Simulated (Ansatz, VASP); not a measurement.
**One calculation of AlAs4, two programs**

```
Al As
1.0
    -2.56777    2.56777    4.12306
     2.56777   -2.56777    4.12306
     2.56777    2.56777   -4.12306
Al As
1 4
Direct
  0.00000 0.00000 0.00000
  0.66128 0.66128 0.00000
  0.75000 0.25000 0.50000
  0.25000 0.75000 0.50000
  0.33872 0.33872 0.00000
```

Change from the starting cell: species swapped into the NdAl4 type (I4/mmm, No. 139).

Alike in both runs: functional PBE; k mesh 5 × 5 × 5; occupations gaussian, width 0.2 eV; no spin polarisation.

Ansatz relaxed the structure, and its values are those at the end. VASP's run is a single point on that final structure, the one shown.

```csv
,VASP,Ansatz
version,VASP 6.6.1,Ansatz 0.2.0
potentials or method,"VASP PAW PBE potentials, release 64 (Al, As), cutoff 500 eV","scalar-relativistic, plane waves, PAW"
valence electrons in the cell,23,63
```

Ansatz gave:

| Item | Value |
| --- | --- |
| gap on the k mesh at the Fermi level (eV) | none |
| pressure (GPa) | 0.2 |

Task: Which values does VASP return?

Result: gap on the k mesh at the Fermi level (eV): none; pressure (GPa): 0.3.

A gap of «none» marks a metal or a gap that the smearing closes. The functional is the same, so the differences come from potentials, cutoffs and numerics. VASP's potentials hold 23 valence electrons a cell and Ansatz's 63, so a difference there can come from the potentials and not from the codes.
